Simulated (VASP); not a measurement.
# Al in VASP: further runs

Runs on Al. Level: PBEsol. Tasks: single point.

All numbers are computed with VASP 6.6.1; they aren't measurements. Logs are shortened: lines on timing, memory, paths and dates and some standing lists are left out, and cuts for length are marked.

### 1 The cell of the first run

Symmetry: P6_3/mmc, No. 194, hexagonal system. The conventional cell has a = 2.827 Å, b = 2.827 Å, c = 9.186 Å, α = 90.00°, β = 90.00°, γ = 120.00°. Al (site symmetry -6m2) has 12 Al at 2.82 to 2.83 Å within 3.7 Å. Al (site symmetry -3m) has 12 Al at 2.82 to 2.83 Å within 3.7 Å.

### 2 Single point, PBEsol

File INCAR:

```
SYSTEM = Al
PREC     = Accurate       ! precision mode
ENCUT    = 520            ! plane-wave cutoff, eV
EDIFF    = 1E-7           ! SCF threshold, eV
ISMEAR   = 0              ! smearing method
SIGMA    = 0.2            ! smearing width, eV
LREAL    = .FALSE.        ! projectors in reciprocal space
LASPH    = .TRUE.         ! aspherical terms in the spheres
NELM     = 100            ! most SCF steps
ALGO     = Normal         ! electronic algorithm
ISIF     = 2              ! what is computed and relaxed
LWAVE    = .FALSE.        ! write WAVECAR
LCHARG   = .FALSE.        ! write CHGCAR
GGA      = PS             ! functional
NBANDS   = 14             ! bands
```

File KPOINTS:

```
regular mesh
0
G
  13 13 4
  0 0 0
```

File POSCAR:

```
Al
1.0
    2.8270770242      0.0000000000      0.0000000000
   -1.4135385121      2.4483205214      0.0000000000
    0.0000000000      0.0000000000      9.1859930700
Al
4
Direct
    0.6666666667      0.3333333333      0.7500000000
    0.0000000000      0.0000000000      0.5000000000
    0.3333333333      0.6666666667      0.2500000000
    0.0000000000      0.0000000000      0.0000000000
```

Potentials or basis: VASP PAW PBE potentials, release 64 (Al).

Run with:

```sh
cat potpaw_PBE.64/Al/POTCAR > POTCAR
mpirun -np 1 vasp_std > vasp.out
```

OUTCAR:

```text
SYSTEM = Al
   PREC = Accurate
   ENCUT = 520
   EDIFF = 1E-7
   ISMEAR = 0
   LREAL = .FALSE.
   LASPH = .TRUE.
   NELM = 100
   ISIF = 2
   GGA = PS

 ion  position               nearest neighbor table
   1  0.667  0.333  0.750-   2 2.82   4 2.82   2 2.82   4 2.82   2 2.82   4 2.82
   2  0.000  0.000  0.500-   1 2.82   3 2.82   3 2.82   1 2.82   1 2.82   3 2.82
   3  0.333  0.667  0.250-   2 2.82   4 2.82   2 2.82   4 2.82   2 2.82   4 2.82
   4  0.000  0.000  0.000-   1 2.82   3 2.82   3 2.82   1 2.82   1 2.82   3 2.82

  LATTYP: Found a hexagonal cell.
 ALAT       =     2.8270770242
 C/A-ratio  =     3.2492899880

  Lattice vectors:

 A1 = (   2.8270770242,   0.0000000000,   0.0000000000)
 A2 = (  -1.4135385121,   2.4483205214,   0.0000000000)
 A3 = (   0.0000000000,   0.0000000000,   9.1859930700)

Analysis of symmetry for initial positions (statically):
=====================================================================
 Subroutine PRICEL returns:
 Original cell was already a primitive cell.

 Routine SETGRP: Setting up the symmetry group for a
 hexagonal supercell.

 Subroutine GETGRP returns: Found 24 space group operations
 (whereof 12 operations were pure point group operations)
 out of a pool of 24 trial point group operations.

The static configuration has the point symmetry D_3d.
 The point group associated with its full space group is D_6h.

Analysis of symmetry for dynamics (positions and initial velocities):
=====================================================================
 Subroutine PRICEL returns:
 Original cell was already a primitive cell.

 Routine SETGRP: Setting up the symmetry group for a
 hexagonal supercell.

 Subroutine GETGRP returns: Found 24 space group operations
 (whereof 12 operations were pure point group operations)
 out of a pool of 24 trial point group operations.

The dynamic configuration has the point symmetry D_3d.
 The point group associated with its full space group is D_6h.

 Subroutine INISYM returns: Found 24 space group operations
 (whereof 12 operations are pure point group operations),
 and found     1 'primitive' translations

----------------------------------------------------------------------------------------

                                     Primitive cell

  volume of cell :      63.5817

  direct lattice vectors                    reciprocal lattice vectors
     2.827077024  0.000000000  0.000000000     0.353722234  0.204221627  0.000000000
    -1.413538512  2.448320521  0.000000000     0.000000000  0.408443254  0.000000000
     0.000000000  0.000000000  9.185993070     0.000000000  0.000000000  0.108861393

  length of vectors
     2.827077024  2.827077024  9.185993070     0.408443254  0.408443254  0.108861393

  position of ions in fractional coordinates (direct lattice)
     0.666666667  0.333333333  0.750000000
     0.000000000  0.000000000  0.500000000
     0.333333333  0.666666667  0.250000000
     0.000000000  0.000000000  0.000000000

  ion indices of the primitive-cell ions
   primitive index   ion index
                 1           1
                 2           2
                 3           3
                 4           4

----------------------------------------------------------------------------------------

 KPOINTS: regular mesh

Automatic generation of k-mesh.
 Grid dimensions read from file:
 generate k-points for:   13   13    4

 Generating k-lattice:

  Cartesian coordinates                     Fractional coordinates (reciprocal lattice)
     0.027209403  0.015709356  0.000000000     0.076923077 -0.000000000  0.000000000
     0.000000000  0.031418712  0.000000000     0.000000000  0.076923077  0.000000000
     0.000000000  0.000000000  0.027215348     0.000000000  0.000000000  0.250000000

  Length of vectors
     0.031418712  0.031418712  0.027215348

  Shift w.r.t. Gamma in fractional coordinates (k-lattice)
     0.000000000  0.000000000  0.000000000

 Subroutine IBZKPT returns following result:
 ===========================================

 Found     63 irreducible k-points:

 Following reciprocal coordinates:
            Coordinates               Weight
  0.000000  0.000000  0.000000      1.000000
  0.076923  0.000000  0.000000      6.000000
  0.153846  0.000000  0.000000      6.000000
  0.230769  0.000000  0.000000      6.000000
  0.307692  0.000000  0.000000      6.000000
  0.384615  0.000000  0.000000      6.000000
[... 16 lines left out ...]
  0.076923  0.000000  0.250000     12.000000
  0.153846  0.000000  0.250000     12.000000
 [... further k-points ...]
   k-points           NKPTS =     63   k-points in BZ     NKDIM =     63   number of bands    NBANDS=     14
   number of dos      NEDOS =    301   number of ions     NIONS =      4
   total plane-waves  NPLWV =  40320
   dimension x,y,z NGX =    24 NGY =   24 NGZ =   70
   dimension x,y,z NGXF=    48 NGYF=   48 NGZF=  140
   ions per type =               4
   NGX,Y,Z   is equivalent  to a cutoff of  14.11, 14.11, 12.67 a.u.
   NGXF,Y,Z  is equivalent  to a cutoff of  28.23, 28.23, 25.34 a.u.
 SYSTEM =  Al
   PREC   = accura    normal or accurate (medium, high low for compatibility)
   ISTART =      0    job   : 0-new  1-cont  2-samecut
   ICHARG =      2    charge: 1-file 2-atom 10-const
   ISPIN  =      1    spin polarized calculation?
   LNONCOLLINEAR =      F non collinear calculations
   LSORBIT =      F    spin-orbit coupling
   LASPH  =      T    aspherical Exc in radial PAW
   ENCUT  =  520.0 eV  38.22 Ry    6.18 a.u.   5.26  5.26 17.08*2*pi/ulx,y,z
   NELM   =    100;   NELMIN=  2; NELMDL= -5     # of ELM steps
   EDIFF  = 0.1E-06   stopping-criterion for ELM
   LREAL  =      F    real-space projection
   EDIFFG = 0.1E-05   stopping-criterion for IOM
   NSW    =      0    number of steps for IOM
   IBRION =     -1    ionic relax: 0-MD 1-quasi-New 2-CG
   NFREE  =      0    steps in history (QN), initial steepest desc. (CG)
   ISIF   =      2    stress and relaxation
   ISYM   =      2    0-nonsym 1-usesym 2-fastsym
   POTIM  = 0.5000    time-step for ionic-motion
   TEBEG  =    0.0;   TEEND  =   0.0 temperature during run
   PSTRESS=    0.0 pullay stress
   NELECT =      12.0000    total number of electrons
   NUPDOWN=      -1.0000    fix difference up-down
   EMIN   =  10.00;   EMAX   =-10.00  energy-range for DOS
   EFERMI =   0.00;   METHOD = LEGACY
   ISMEAR =     0;   SIGMA  =   0.20  broadening in eV -4-tet -1-fermi 0-gaus
   EFERMI_NEDOS =   21; number of points for ismear=-14 and -15
   IALGO  =     38    algorithm
   IMIX   =      4    mixing-type and parameters
     AMIX     =   0.40;   BMIX     =  1.00
     AMIX_MAG =   1.60;   BMIX_MAG =  1.00
  volume/ion in A,a.u.               =      15.90       107.27
  Fermi-wavevector in a.u.,A,eV,Ry     =   0.939055  1.774557 11.997959  0.881825
  Thomas-Fermi vector in A             =   2.066329
   LORBIT       =      0    0 simple, 1 ext, 2 COOP (PROOUT), +10 PAW based schemes
   GGA     = PS    functional components
   LHFCALC =     F    Hartree Fock is set to
   AEXX    =    0.0000 exact exchange contribution
   IVDW    =     0    specifies the selected vdW correction
   LEPSILON=     F    determine dielectric tensor
   LRPA    =     F    only Hartree local field effects (RPA)
 non-spin polarized calculation
 Gauss-broadening in eV      SIGMA  =   0.20
  energy-cutoff  :      520.00
  volume of cell :       63.58
 maximum number of plane-waves:      1732
 NGX is ok and might be reduce to    24
   NGX = 11   NGY = 11   NGZ = 35

 number of electron      12.0000000 magnetization

 Free energy of the ion-electron system (eV)
  ---------------------------------------------------
  ext. energy  EPLUGINS =         0.00000000
  ---------------------------------------------------
  free energy    TOTEN  =       -16.32477023 eV

  energy without entropy =      -16.29754805  energy(sigma->0) =      -16.31115914

 E-fermi :   8.3227     XC(G=0): -10.3944

 val. band max:        8.2898397553   @ k =   0.4615   0.0769   0.2500
 cond. band min:       8.3305578345   @ k =   0.3077   0.3077   0.2500
 fundamental gap:      0.0407180792
 Fermi energy:         8.3226832435

 k-point     1 :       0.0000    0.0000    0.0000
  band No.  band energies     occupation
      1      -3.0475      2.00000
      2      -1.3075      2.00000
      3      -1.3023      2.00000
      4       3.6297      2.00000
      5       3.9789      2.00000
      6      11.9460      0.00000
      7      11.9601      0.00000
      8      19.2002      0.00000
      9      19.2002      0.00000
     10      19.3603      0.00000
     11      19.3603      0.00000
     12      20.3189      0.00000
     13      20.3190      0.00000
     14      20.4981      0.00000

 k-point     2 :       0.0769    0.0000    0.0000
  band No.  band energies     occupation
      1      -2.9015      2.00000
      2      -1.1634      2.00000
      3      -1.1582      2.00000
      4       3.7644      2.00000
      5       4.1210      2.00000
      6      12.0584      0.00000
      7      12.0791      0.00000
      8      16.7808      0.00000
      9      17.7877      0.00000
     10      18.1654      0.00000
     11      18.2574      0.00000
     12      19.2279      0.00000
     13      19.2540      0.00000
     14      19.2591      0.00000

 k-point     3 :       0.1538    0.0000    0.0000
  band No.  band energies     occupation
      1      -2.4645      2.00000
      2      -0.7322      2.00000
      3      -0.7267      2.00000
      4       4.1685      2.00000
      5       4.5435      2.00000
      6      12.3085      0.00000
      7      12.4062      0.00000
      8      14.0071      0.00000
      9      15.3216      0.00000
     10      15.4610      0.00000
     11      16.5462      0.00000
     12      18.0137      0.00000
     13      18.0216      0.00000
     14      18.0299      0.00000

 k-point     4 :       0.2308    0.0000    0.0000
  band No.  band energies     occupation
      1      -1.7394      2.00000
      2      -0.0167      2.00000
      3      -0.0108      2.00000
      4       4.8413      2.00000
      5       5.2323      2.00000
      6      10.9150      0.00000
      7      12.2266      0.00000
      8      12.5712      0.00000
      9      13.2726      0.00000
     10      13.5302      0.00000
     11      15.5550      0.00000
     12      16.5024      0.00000
     13      17.0378      0.00000
     14      17.0425      0.00000

 k-point     5 :       0.3077    0.0000    0.0000
  band No.  band energies     occupation
      1      -0.7308      2.00000
      2       0.9776      2.00000
      3       0.9847      2.00000
      4       5.7787      2.00000
      5       6.1207      2.00000
      6       8.4953      0.22224
      7       9.9825      0.00000
      8      10.0730      0.00000
      9      13.9805      0.00000
     10      14.0757      0.00000
     11      14.6034      0.00000
[... 276 lines left out ...]
 k-point    22 :       0.0000    0.0000    0.2500
  band No.  band energies     occupation
      1      -2.9379      2.00000
      2      -2.0645      2.00000
      3      -0.3345      2.00000
      4       2.2180      2.00000
      5       5.5818      2.00000
      6       9.6587      0.00000
      7      14.3929      0.00000
      8      19.2857      0.00000
      9      19.2857      0.00000
     10      19.4229      0.00000
     11      19.4492      0.00000
     12      19.4492      0.00000
     13      19.9575      0.00000
     14      19.9575      0.00000

 k-point    23 :       0.0769    0.0000    0.2500
  band No.  band energies     occupation
      1      -2.7921      2.00000
      2      -1.9196      2.00000
      3      -0.1914      2.00000
      4       2.3579      2.00000
      5       5.7180      2.00000
      6       9.7853      0.00000
      7      14.4791      0.00000
      8      16.8770      0.00000
      9      17.5768      0.00000
     10      17.8790      0.00000
     11      18.6079      0.00000
     12      18.9438      0.00000
     13      19.1682      0.00000
     14      19.6957      0.00000

 k-point    24 :       0.1538    0.0000    0.2500
  band No.  band energies     occupation
      1      -2.3554      2.00000
      2      -1.4858      2.00000
      3       0.2367      2.00000
      4       2.7765      2.00000
      5       6.1236      2.00000
      6      10.1510      0.00000
      7      13.8215      0.00000
      8      14.5887      0.00000
      9      15.0903      0.00000
     10      16.2281      0.00000
     11      16.6386      0.00000
     12      17.3782      0.00000
     13      17.8722      0.00000
     14      18.7406      0.00000

 [... further k-points ...]
[... 5 lines left out ...]
  --------------------------------------------------------------------------------------
  -------------------------------------------------------------------------------------
  Total        0.6174601      0.6174601      0.9162567     -0.0000000     -0.0000000     -0.0000000
  in kB       15.5592061     15.5592061     23.0885009     -0.0000000     -0.0000000     -0.0000000
  external PRESSURE =      18.0689710 kB  Pullay stress =       0.0000000 kB

 VOLUME and BASIS-vectors are now :
 -----------------------------------------------------------------------------
  energy-cutoff  :      520.00
  volume of cell :       63.58
      direct lattice vectors                 reciprocal lattice vectors
     2.827077024  0.000000000  0.000000000     0.353722234  0.204221627  0.000000000
    -1.413538512  2.448320521  0.000000000     0.000000000  0.408443254  0.000000000
     0.000000000  0.000000000  9.185993070     0.000000000  0.000000000  0.108861393

 POSITION                                       TOTAL-FORCE (eV/Angst)
 -----------------------------------------------------------------------------------
      1.41354      0.81611      6.88949         0.000000     -0.000000      0.000000
      0.00000      0.00000      4.59300         0.000000      0.000000      0.000000
     -0.00000      1.63221      2.29650        -0.000000      0.000000     -0.000000
      0.00000      0.00000      0.00000         0.000000      0.000000      0.000000
 -----------------------------------------------------------------------------------
    total drift:                               -0.000000      0.000000      0.000000

  FREE ENERGIE OF THE ION-ELECTRON SYSTEM (eV)
  ---------------------------------------------------
  free  energy   TOTEN  =       -16.3247702325 eV

  energy  without entropy=      -16.2975480523  energy(sigma->0) =      -16.31115914
```

Wall time 22 s (1 thread of Intel Xeon Platinum 8488C (Sapphire Rapids), shared host); peak memory 0.19 GiB.

Results:

- Free energy: -16.3248 eV
- Pressure: 1.8 GPa
- Band gap on the k mesh: zero (band 6 reaches 12.31 eV, above the bottom of band 7 at 6.93 eV)

Caveat: the PAW data sets were made with another functional, which shifts forces and pressure a little.

### 3 Single point, PBEsol

File INCAR:

```
PREC = Accurate
ENCUT = 520
EDIFF = 1E-6
ISMEAR = 0
SIGMA = 0.2
LREAL = F
LASPH = T
NELM = 100
ALGO = Normal
ISIF = 2
LWAVE = F
LCHARG = F
GGA = PS
NBANDS = 14
```

File KPOINTS:

```
Automatic mesh
0
Gamma
  13 13 4
```

Changes to POSCAR since step 2:

```diff
@@ -9,3 +9,3 @@
     0.6666666667      0.3333333333      0.7500000000
-    0.0000000000      0.0000000000      0.5000000000
+    0.0000000000      0.0000000000      0.5010886139
     0.3333333333      0.6666666667      0.2500000000
```

Potentials or basis: VASP PAW PBE potentials, release 64 (Al).

Run with:

```sh
cat potpaw_PBE.64/Al/POTCAR > POTCAR
mpirun -np 1 vasp_std > vasp.out
```

Run time: 25 s. Hardware: 1 thread of Intel Xeon Platinum 8488C (Sapphire Rapids), shared host; peak memory 0.2 GiB.

It converged, with:

* Free energy: -16.3245 eV
* Pressure: 1.8 GPa
* Largest force: 0.059 eV/Å
* Band gap on the k mesh: zero (band 6 reaches 12.31 eV, above the bottom of band 7 at 6.93 eV)

Forces in eV/Å, atoms in the order of the input:
```
Al   0.000  0.000  0.031
Al   0.000  0.000 -0.059
Al   0.000  0.000  0.030
Al   0.000  0.000 -0.003
```

Stress tensor (GPa, compression positive):
```
1.56 0.00 0.00
0.00 1.56 0.00
0.00 0.00 2.31
```

Levels at points of the mesh, in eV from the Fermi level:
| k point | band 2 | band 3 | band 4 | band 5 | band 6 | band 7 | band 8 | band 9 | band 10 | band 11 |
| --- | --- | --- | --- | --- | --- | --- | --- | --- | --- | --- |
| (0.00, 0.00, 0.00) | -9.64 | -9.61 | -4.69 | -4.34 | 3.62 | 3.64 | 10.88 | 10.88 | 11.04 | 11.04 |
| (0.00, 0.00, 0.50) | -10.92 | -7.49 | -7.47 | -0.80 | -0.79 | 8.61 | 8.61 | 11.20 | 11.20 | 11.23 |

Caveat: the PAW data sets were made with another functional, which shifts forces and pressure a little.

[end of part 1 of 2]
